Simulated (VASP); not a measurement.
Crystal: Rh.

```xyz
1
Lattice="0.0000 1.9228 1.9228 1.9228 0.0000 1.9228 1.9228 1.9228 0.0000" Properties=species:S:1:pos:R:3 pbc="T T T"
Rh    0.0000    0.0000    0.0000
```

Base run:

```yaml
Program: VASP 6.6.1
Functional: r2SCAN
Potentials_or_basis: VASP PAW PBE potentials, release 64 (Rh_pv)
Cutoff: 520 eV
k_mesh: 12 × 12 × 12
Occupations: fermi-dirac, width 0.05 eV
Spin: no spin polarisation
```

Its results: pressure -8.4 GPa.

After a change of settings the same cell gave: pressure -10.9 GPa. Which change was it?
A. functional from r2SCAN to revPBE; further incar settings from ALGO = Normal; EDIFF = 1e-06; NBANDS = 14 to ALGO = Normal; EDIFF = 1e-07; NBANDS = 14
B. functional from r2SCAN to LDA; potentials or basis from VASP PAW PBE potentials, release 64 (Rh_pv) to VASP PAW LDA potentials, release 64 (Rh_sv_GW); cutoff from 520 eV to 530 eV; valence electrons from 15 to 17
C. potentials or basis from VASP PAW PBE potentials, release 64 (Rh_pv) to VASP PAW PBE potentials, release 64 (Rh_sv_GW); cutoff from 520 eV to 580 eV; valence electrons from 15 to 17
D. functional from r2SCAN to PBEsol; further incar settings from ALGO = Normal; EDIFF = 1e-06; NBANDS = 14 to ALGO = Normal; EDIFF = 1e-07; NBANDS = 14

C.

Caveats: the PAW data sets were made with another functional, which shifts forces and pressure a little.
